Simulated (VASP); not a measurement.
Set up this calculation in VASP 6.6.1, as the native input.

```
Task                   : single point
Functional             : LDA
Potentials or basis    : VASP PAW LDA potentials, release 64 (V_sv, O)
Cutoff                 : 600 eV
k mesh                 : 6 × 6 × 9
Occupations            : fermi-dirac, width 0.05 eV
Spin                   : collinear spin, ferromagnetic start
Starting moments       : [2.0, 2.0, 0.0, 0.0, 0.0, 0.0] μB
Dipole correction      : no
Further INCAR settings : ALGO = Normal; EDIFF = 1e-06; NBANDS = 38
```

The structure of VO2 lies in POSCAR:

```
VO2
1.0
    4.4151925128      0.0000000000      0.0000000000
    0.0000000000      4.4151925128      0.0000000000
    0.0000000000      0.0000000000      2.9823009287
V O
2 4
Direct
    0.5000000000      0.5000000000      0.5000000000
    0.0000000000      0.0000000000      0.0000000000
    0.2003580000      0.7996420000      0.5000000000
    0.7996420000      0.2003580000      0.5000000000
    0.7003580000      0.7003580000      0.0000000000
    0.2996420000      0.2996420000      0.0000000000
```

The input as run:

INCAR

```
PREC = Accurate
ENCUT = 600
EDIFF = 1E-6
ISMEAR = -1
SIGMA = 0.05
LREAL = F
LASPH = T
NELM = 200
ALGO = Normal
ISIF = 2
LWAVE = F
LCHARG = F
ISPIN = 2
MAGMOM = 2 2 0 0 0 0
LORBIT = 11
LMAXMIX = 4
GGA = CA
NBANDS = 38
GGA_COMPAT = F
```

KPOINTS

```
regular mesh
0
Gamma
  6 6 9
```

Potentials or basis: VASP PAW LDA potentials, release 64 (V_sv, O).

Run with:

```bash
$ cat potpaw_LDA.64/V_sv/POTCAR potpaw_LDA.64/O/POTCAR > POTCAR
$ mpirun -np 1 vasp_std > vasp.out
```

Results of the run:

| Item | Value |
| --- | --- |
| Pressure | -9.0 GPa |
| Largest force | 0.301 eV/Å |
| Band gap on the k mesh | zero (filled and empty bands overlap) |
| Net moment | 2.00 μB per cell |
| Site moments | V +1.00; O -0.04 μB |
| Valence electrons inside the program's atomic spheres | V 11.57; O 5.02 |

Caveat: the stress differs along the axes, from -24 to -2 GPa; semilocal functionals often make such compounds metallic where correlation or magnetic order opens a gap, which also shifts bond lengths.

It took 100 s on 1 thread of AMD EPYC 9R45 96-Core Processor (Zen 5) (shared host), peak memory 0.26 GiB.
